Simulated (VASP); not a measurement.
Crystal: Ca2TaO3.

```xyz
6
Lattice="4.0203 0.0000 0.0000 -2.0101 3.4817 0.0000 0.0000 0.0000 7.3257" Properties=species:S:1:pos:R:3 pbc="T T T"
Ca    0.0000    0.0000    1.5220
Ca    0.0000    0.0000    5.8037
Ta    0.0000    0.0000    3.6629
O     0.0000    0.0000    0.0000
O     0.0000    2.3211    0.0000
O     2.0101    1.1606    0.0000
```

Base run:

| Item | Value |
| --- | --- |
| Program | VASP 6.6.1 |
| Functional | PBE |
| Potentials or basis | VASP PAW PBE potentials, release 64 (Ca_sv, Ta_pv, O) |
| Cutoff | 600 eV |
| k mesh | 6 × 6 × 4 |
| Occupations | gaussian, width 0.1 eV |
| Spin | collinear spin, ferromagnetic start |
| Starting moments | [0.0, 0.0, 1.0, 0.0, 0.0, 0.0] μB |

Its results: pressure 38.9 GPa; largest force 10.192 eV/Å.

Task: The run is repeated on the same cell with these changes: spin from collinear spin, ferromagnetic start to no spin polarisation; further incar settings from ALGO = Normal; EDIFF = 1e-06; NBANDS = 38 to ALGO = Normal; EDIFF = 1e-06; NBANDS = 34. What comes out?

Result: Pressure 38.3 GPa; largest force 10.751 eV/Å.

Caveats: forces of over 1 eV/Å act on the atoms, so gaps and moduli don't describe the material at rest (some runs); an odd number of electrons without spin polarisation forces a metal (some runs); a magnetic or distorted state may lie lower (some runs).
